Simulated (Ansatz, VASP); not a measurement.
## Nb2B5: VASP beside Ansatz

```
Nb B
1.0
     0.00000    4.39311    4.39311
     4.39311    0.00000    4.39311
     4.39311    4.39311    0.00000
Nb B
4 10
Cartesian
  5.4914 5.4914 5.4914
  5.4914 3.2948 3.2948
  3.2948 3.2948 5.4914
  3.2948 5.4914 3.2948
  2.1966 2.1966 2.1966
  0.0000 0.0000 0.0000
  3.1519 3.1519 3.1519
  7.8309 5.3484 5.3484
  5.6344 5.6344 3.1519
  5.3484 7.8309 5.3484
  3.1519 5.6344 5.6344
  7.8309 7.8309 7.8309
  5.6344 3.1519 5.6344
  5.3484 5.3484 7.8309
```

Alike in both runs: task relaxation of cell and atoms; functional PBE; k mesh 8 × 8 × 8; occupations gaussian, width 0.1 eV; no spin polarisation.

|  | VASP | Ansatz |
| --- | --- | --- |
| version | VASP 6.6.1 | Ansatz 0.2.0 |
| potentials or method | VASP PAW PBE potentials, release 64 (Nb_sv, B), cutoff 600 eV | scalar-relativistic, plane waves, PAW |
| valence electrons in the cell | 82 | 82 |

VASP gave:

* gap on the k mesh at the Fermi level, each at its own relaxed structure (eV): none
* relaxed volume (Å³/atom): 12.11
* relaxed cell length with the largest relative difference (Å): 6.212

Task: What did Ansatz give for the same quantities?

Result: gap on the k mesh at the Fermi level, each at its own relaxed structure (eV): none; relaxed volume (Å³/atom): 12.11; relaxed cell length with the largest relative difference (Å): 6.213.

A gap of «none» marks a metal or a gap that the smearing closes.
